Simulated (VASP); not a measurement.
Write the native input for VASP 6.6.1 that does the following.

```
Task                   : single point
Functional             : r2SCAN
Potentials or basis    : VASP PAW PBE potentials, release 64 (Li_sv, Cl)
Cutoff                 : 520 eV
k mesh                 : 8 × 8 × 8
Occupations            : gaussian, width 0.05 eV
Spin                   : no spin polarisation
Dipole correction      : no
Further INCAR settings : ALGO = Normal; EDIFF = 1e-06; NBANDS = 12
```

The system is LiCl.

```
CELL_PARAMETERS angstrom
0.00000 2.62888 2.69300
2.62888 0.00000 2.69300
2.62888 2.62888 0.00000
ATOMIC_POSITIONS crystal
Li 0.00000 0.00000 0.00000
Cl 0.50000 0.50000 0.50000
```

This cell differs from its parent crystal: strain +0.025 along x and y, +0.050 along z.

These files were run (other wordings do the same):

POSCAR

```
LiCl
1.0
    0.0000000000      2.6288790000      2.6929980000
    2.6288790000      0.0000000000      2.6929980000
    2.6288790000      2.6288790000      0.0000000000
Li Cl
1 1
Direct
    0.0000000000      0.0000000000      0.0000000000
    0.5000000000      0.5000000000      0.5000000000
```

INCAR.step1

```
PREC = Accurate
ENCUT = 520
ISMEAR = 0
SIGMA = 0.05
LREAL = F
LASPH = T
NELM = 80
NBANDS = 12
GGA = PE
ALGO = Normal
EDIFF = 1E-4
LWAVE = T
LCHARG = F
```

INCAR.step2

```
PREC = Accurate
ENCUT = 520
EDIFF = 1E-6
ISMEAR = 0
SIGMA = 0.05
LREAL = F
LASPH = T
NELM = 80
ALGO = Normal
ISIF = 2
LWAVE = F
LCHARG = F
METAGGA = R2SCAN
LMIXTAU = T
NBANDS = 12
ISTART = 1
```

KPOINTS

```
Automatic mesh
0
Gamma
  8 8 8
```

Potentials or basis: VASP PAW PBE potentials, release 64 (Li_sv, Cl).

The run is started by

```sh
$ cat potpaw_PBE.64/Li_sv/POTCAR potpaw_PBE.64/Cl/POTCAR > POTCAR
$ cp INCAR.step1 INCAR
$ mpirun -np 1 vasp_std > vasp.out
$ cp INCAR.step2 INCAR
$ mpirun -np 1 vasp_std > vasp.out
```

Results of the run:

```json
{"Band gap on the k mesh": "6.71 eV, direct"}
```

Caveat: the cell differs from its parent crystal (strain +0.025 along x and y, +0.050 along z).

Wall time 88 s on 1 thread of Intel(R) Xeon(R) Platinum 8488C (Sapphire Rapids), with other jobs on the host, peak memory 0.16 GiB.
